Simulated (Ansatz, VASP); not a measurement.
Two plane-wave programs on Co

```
Co
1.0
     0.00000    1.78546    1.78546
     1.78546    0.00000    1.78546
     1.78546    1.78546    0.00000
Co
1
Direct
  0.00000 0.00000 0.00000
```

Change from the starting cell: volume scaled by 1.05, PAW files.

Alike in both runs: task electric field gradients; functional PBE; k mesh 18 × 18 × 18; occupations fermi-dirac, width 0.05 eV; collinear spin.

|  | VASP | Ansatz |
| --- | --- | --- |
| version | VASP 6.6.1 | Ansatz 0.2.0 |
| potentials or method | VASP PAW PBE potentials, release 64 (Co) | PAW with Ansatz's default frozen-core files, scalar-relativistic |
| plane-wave cutoff (eV) | 520 | 420 |
| valence electrons in the cell | 9 | 17 |

Ansatz gave:

| Property | Result |
| --- | --- |
| pressure (GPa) | -8.1 |
| net moment per atom (μB) | 1.68 |
| size of the moment on the site where the two differ most (μB) | 1.75 |

Problem. Estimate VASP's values.

Solution. Pressure (GPa): -8.7; net moment per atom (μB): 1.66; size of the moment on the site where the two differ most (μB): 1.69.

Site moments also hang on the region over which each program counts them. With one functional, cell and mesh, what is left measures potentials, basis and numerics. VASP's potentials hold 9 valence electrons a cell and Ansatz's 17, so a difference there can come from the potentials and not from the codes.
